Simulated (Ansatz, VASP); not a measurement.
One calculation of Sc, two programs

```
Sc
1.0
    -1.90177    1.90177    1.70378
     1.90177   -1.90177    1.70378
     1.90177    1.90177   -1.70378
Sc
1
Direct
  0.00000 0.00000 0.00000
```

Alike in both runs: task single point; functional PBE; k mesh 16 × 16 × 16; occupations gaussian, width 0.1 eV; no spin polarisation.

|  | VASP | Ansatz |
| --- | --- | --- |
| version | VASP 6.6.1 | Ansatz 0.2.0 |
| potentials or method | VASP PAW PBE potentials, release 64 (Sc_sv), cutoff 520 eV | scalar-relativistic, plane waves, PAW |
| valence electrons in the cell | 11 | 11 |

```csv
,VASP,Ansatz,Ansatz less VASP
gap on the k mesh at the Fermi level (eV),none,none,-
pressure (GPa),0.5,0.5,-0.03
"traceless stress, the component that is largest in VASP (GPa)",0.70,0.70,+0.005
```

A gap of «none» marks a metal or a gap that the smearing closes. With one functional, cell and mesh, what is left measures potentials, basis and numerics.
